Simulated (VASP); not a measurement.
# TaN (Pm-3m) in VASP: single point with PBEsol+U

Aim: the single point of TaN with PBEsol+U.

Everything below comes from runs of VASP 6.6.1. Logs are shortened: lines on timing, memory, paths and dates and some standing lists are left out, and cuts for length are marked.

### 1 The cell of the first run

It takes space group Pm-3m (No. 221, cubic). The conventional cell has a = 2.732 Å, b = 2.732 Å, c = 2.732 Å, α = 90.00°, β = 90.00°, γ = 90.00°. Within 3.1 Å of Ta (site symmetry m-3m) lie 8 N at 2.37 Å and 6 Ta at 2.73 Å. N (site symmetry m-3m) has 8 Ta at 2.37 Å and 6 N at 2.73 Å within 3.1 Å.

### 2 Single point, PBEsol+U, collinear spin, zero start

The input, INCAR:

```
SYSTEM = TaN
ALGO = Normal
EDIFF = 1E-6
ENCUT = 600
GGA = PS
GGA_COMPAT = .FALSE.
ISIF = 2
ISMEAR = 0
ISPIN = 2
LASPH = .TRUE.
LCHARG = .FALSE.
LDAU = .TRUE.
LDAUJ = 0 0
LDAUL = 2 -1
LDAUPRINT = 1
LDAUTYPE = 2
LDAUU = 5 0
LMAXMIX = 4
LORBIT = 11
LREAL = .FALSE.
LWAVE = .FALSE.
MAGMOM = 0 0
NBANDS = 19
NELM = 200
NUPDOWN = 0.0
PREC = Accurate
SIGMA = 0.05
```

The input, KPOINTS:

```
k-points
0
G
  7 7 7
  0 0 0
```

The input, POSCAR:

```
TaN
1.0
    2.7323076900      0.0000000000      0.0000000000
    0.0000000000      2.7323076900      0.0000000000
    0.0000000000      0.0000000000      2.7323076900
Ta N
1 1
Direct
    0.0000000000      0.0000000000      0.0000000000
    0.5000000000      0.5000000000      0.5000000000
```

Potentials or basis: VASP PAW PBE potentials, release 64 (Ta_pv, N).

Run with:

```
cat potpaw_PBE.64/Ta_pv/POTCAR potpaw_PBE.64/N/POTCAR > POTCAR
mpirun -np 1 vasp_std > vasp.out
```

OUTCAR:

```text
SYSTEM = TaN
   EDIFF = 1E-6
   ENCUT = 600
   GGA = PS
   ISIF = 2
   ISMEAR = 0
   ISPIN = 2
   LASPH = .TRUE.
   LORBIT = 11
   LREAL = .FALSE.
   NELM = 200
   NUPDOWN = 0.0
   PREC = Accurate

 ion  position               nearest neighbor table
   1  0.000  0.000  0.000-   2 2.37   2 2.37   2 2.37   2 2.37   2 2.37   2 2.37   2 2.37   2 2.37

   2  0.500  0.500  0.500-   1 2.37   1 2.37   1 2.37   1 2.37   1 2.37   1 2.37   1 2.37   1 2.37

  LATTYP: Found a simple cubic cell.
 ALAT       =     2.7323076900

  Lattice vectors:

 A1 = (   2.7323076900,   0.0000000000,   0.0000000000)
 A2 = (   0.0000000000,   2.7323076900,   0.0000000000)
 A3 = (   0.0000000000,   0.0000000000,   2.7323076900)

Analysis of symmetry for initial positions (statically):
=====================================================================
 Subroutine PRICEL returns:
 Original cell was already a primitive cell.

 Routine SETGRP: Setting up the symmetry group for a
 simple cubic supercell.

 Subroutine GETGRP returns: Found 48 space group operations
 (whereof 48 operations were pure point group operations)
 out of a pool of 48 trial point group operations.

The static configuration has the point symmetry O_h .

Analysis of symmetry for dynamics (positions and initial velocities):
=====================================================================
 Subroutine PRICEL returns:
 Original cell was already a primitive cell.

 Routine SETGRP: Setting up the symmetry group for a
 simple cubic supercell.

 Subroutine GETGRP returns: Found 48 space group operations
 (whereof 48 operations were pure point group operations)
 out of a pool of 48 trial point group operations.

The dynamic configuration has the point symmetry O_h .

Analysis of structural, dynamic, and magnetic symmetry:
=====================================================================
 Subroutine PRICEL returns:
 Original cell was already a primitive cell.

 Routine SETGRP: Setting up the symmetry group for a
 simple cubic supercell.

 Subroutine GETGRP returns: Found 48 space group operations
 (whereof 48 operations were pure point group operations)
[... 169 lines left out ...]
  o =  0.1420  v =  0.0000  0.0000  0.0000  0.0000  0.0000  0.0000 -0.0048 -0.0000 -1.0000  0.0000      0.0000  0.0000  0.0000  0.0000  0.0000  0.0000  0.0000  0.0000  0.0000  0.0000
  o =  0.3987  v =  0.0000 -0.0000 -1.0000 -0.0000 -0.0022  0.0000  0.0000  0.0000  0.0000  0.0000      0.0000  0.0000  0.0000  0.0000  0.0000  0.0000  0.0000  0.0000  0.0000  0.0000
  o =  0.3987  v =  0.0000 -0.0000 -0.0022  0.0000  1.0000  0.0000  0.0000  0.0000  0.0000  0.0000      0.0000  0.0000  0.0000  0.0000  0.0000  0.0000  0.0000  0.0000  0.0000  0.0000
  o =  0.3987  v =  0.0000  0.0000  0.0000  0.0000  0.0000  0.0000 -0.0000 -0.9997  0.0000 -0.0252      0.0000  0.0000  0.0000  0.0000  0.0000  0.0000  0.0000  0.0000  0.0000  0.0000
  o =  0.3987  v =  0.0000  0.0000  0.0000  0.0000  0.0000  0.0000  0.0000  0.0252  0.0000 -0.9997      0.0000  0.0000  0.0000  0.0000  0.0000  0.0000  0.0000  0.0000  0.0000  0.0000

 number of electron      15.9999999 magnetization      -0.0000000

 Free energy of the ion-electron system (eV)
  ---------------------------------------------------
  ext. energy  EPLUGINS =         0.00000000
  ---------------------------------------------------
  free energy    TOTEN  =       -17.76304386 eV

  energy without entropy =      -17.76073603  energy(sigma->0) =      -17.76188995

 E-fermi :  10.0719     XC(G=0): -13.8913

 val. band max:       10.0033266275   @ k =   0.4286   0.2857   0.2857
 cond. band min:      10.0859670233   @ k =   0.2857   0.2857   0.2857
 fundamental gap:      0.0826403959
 Fermi energy:        10.0718926042

 spin component 1

 k-point     1 :       0.0000    0.0000    0.0000
  band No.  band energies     occupation
      1     -26.1354      1.00000
      2     -26.1354      1.00000
      3     -26.1354      1.00000
      4      -8.8105      1.00000
      5       4.6675      1.00000
      6       4.6675      1.00000
[... 416 lines left out ...]
      5       1.1235      1.00000
      6       1.1235      1.00000
[... 11 lines left out ...]
     18      34.4545      0.00000
     19      34.4545      0.00000
 Fermi energy:        10.0718863214

 spin component 2

 k-point     1 :       0.0000    0.0000    0.0000
  band No.  band energies     occupation
      1     -26.1353      1.00000
      2     -26.1353      1.00000
      3     -26.1353      1.00000
      4      -8.8105      1.00000
      5       4.6675      1.00000
      6       4.6675      1.00000
[... 417 lines left out ...]
      6       1.1235      1.00000
[... 11 lines left out ...]
     18      34.4545      0.00000
     19      34.4545      0.00000

------------------------ aborting loop because EDIFF is reached ----------------------------------------

  FORCE on cell =-STRESS in cart. coord.  units (eV):
  Direction    XX          YY          ZZ          XY          YZ          ZX
  --------------------------------------------------------------------------------------
  -------------------------------------------------------------------------------------
  Total        1.8674094      1.8674094      1.8674094      0.0000000      0.0000000      0.0000000
  in kB      146.6767594    146.6767594    146.6767594      0.0000000      0.0000000      0.0000000
  external PRESSURE =     146.6767594 kB  Pullay stress =       0.0000000 kB

 VOLUME and BASIS-vectors are now :
 -----------------------------------------------------------------------------
  energy-cutoff  :      600.00
  volume of cell :       20.40
      direct lattice vectors                 reciprocal lattice vectors
     2.732307690  0.000000000  0.000000000     0.365990991  0.000000000  0.000000000
     0.000000000  2.732307690  0.000000000     0.000000000  0.365990991  0.000000000
     0.000000000  0.000000000  2.732307690     0.000000000  0.000000000  0.365990991

 POSITION                                       TOTAL-FORCE (eV/Angst)
 -----------------------------------------------------------------------------------
      0.00000      0.00000      0.00000         0.000000      0.000000      0.000000
      1.36615      1.36615      1.36615         0.000000      0.000000      0.000000
 -----------------------------------------------------------------------------------
    total drift:                                0.000000      0.000000     -0.000000

  FREE ENERGIE OF THE ION-ELECTRON SYSTEM (eV)
  ---------------------------------------------------
  free  energy   TOTEN  =       -17.7630438643 eV

  energy  without entropy=      -17.7607360304  energy(sigma->0) =      -17.76188995

 total charge

# of ion       s       p       d       tot
------------------------------------------
    1        0.314   6.225   2.398   8.937
    2        1.218   2.472   0.000   3.690
--------------------------------------------------
tot          1.532   8.697   2.398  12.627

 magnetization (x)

# of ion       s       p       d       tot
------------------------------------------
    1        0.000   0.000   0.000   0.000
    2        0.000   0.000   0.000   0.000
--------------------------------------------------
tot          0.000   0.000   0.000   0.000
```

stdout:

```text
POSCAR found type information on POSCAR TaN
 POSCAR found :  2 types and       2 ions
 scaLAPACK will be used
 -----------------------------------------------------------------------------
|                                                                             |
|                                                                             |
|     You enforced a specific xc type in the INCAR file but a different       |
|     I HOPE YOU KNOW WHAT YOU ARE DOING!                                     |
|                                                                             |
 -----------------------------------------------------------------------------

 LDA part: xc-table for (Slater+PW92), standard interpolation
 POSCAR, INCAR and KPOINTS ok, starting setup
 FFT: planning ... GRIDC
 FFT: planning ... GRID_SOFT
 FFT: planning ... GRID
 WAVECAR not read
 entering main loop
```

Wall time 16 s (1 thread of AMD EPYC 7R43 (Zen 3), shared host); peak memory 0.13 GiB.

Results:

```yaml
Free_energy: -17.7630 eV
Pressure: 14.7 GPa
Net_moment: 0.00 μB per cell
Valence_electrons_inside_the_program's_atomic_spheres: Ta 8.94; N 3.69
```

Eigenvalues of the final occupation matrices:
| site | spin | trace | eigenvalues |
| --- | --- | --- | --- |
| site 1 d | 1 | 1.22 | 0.14 0.14 0.14 0.40 0.40 |
| site 1 d | 2 | 1.22 | 0.14 0.14 0.14 0.40 0.40 |

Caveat: the cell stands under pressure; the PAW data sets were made with another functional, which shifts forces and pressure a little; spin-orbit coupling is left out, which moves the levels of the heavy elements; the total moment is fixed, so each spin has its own Fermi level.
